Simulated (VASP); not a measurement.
Runs of VASP 6.6.1 on C. The structure is that of space group Fd-3m (No. 227), or close to it. The cells are those of the table. 

```tsv
level	cell	k mesh	smearing	gap on the mesh (eV)	pressure (GPa)
PBE	a = 2.559 Å, angles 60.0°, 2 atoms	26 × 26 × 26	fermi-dirac 0.0612256 eV	(c)	-15.4
PBE	a = 2.492 Å, angles 60.0°, 2 atoms	26 × 26 × 26	fermi-dirac 0.0612256 eV	4.22	19.6
PBE	a = 2.509 Å, angles 60.0°, 2 atoms	26 × 26 × 26	fermi-dirac 0.0612256 eV	(b)	9.6
r2SCAN	a = 2.457 Å, angles 60.0°, 2 atoms	16 × 16 × 16	fermi-dirac 0.1 eV	4.51	39.3
PBE	a = 2.509 Å, angles 60.0°, 2 atoms	18 × 18 × 18	fermi-dirac 0.0612256 eV	(a)	9.6
```

Alike in all rows: task single point; potentials or basis VASP PAW PBE potentials, release 64 (C); no spin polarisation; cutoff (eV) 520.

Q: Fill in the values left out.

A: (a) 4.18; (b) 4.17; (c) 4.04.

Caveats: the PAW data sets were made with another functional, which shifts forces and pressure a little (some runs).

A k mesh can miss the band edges.
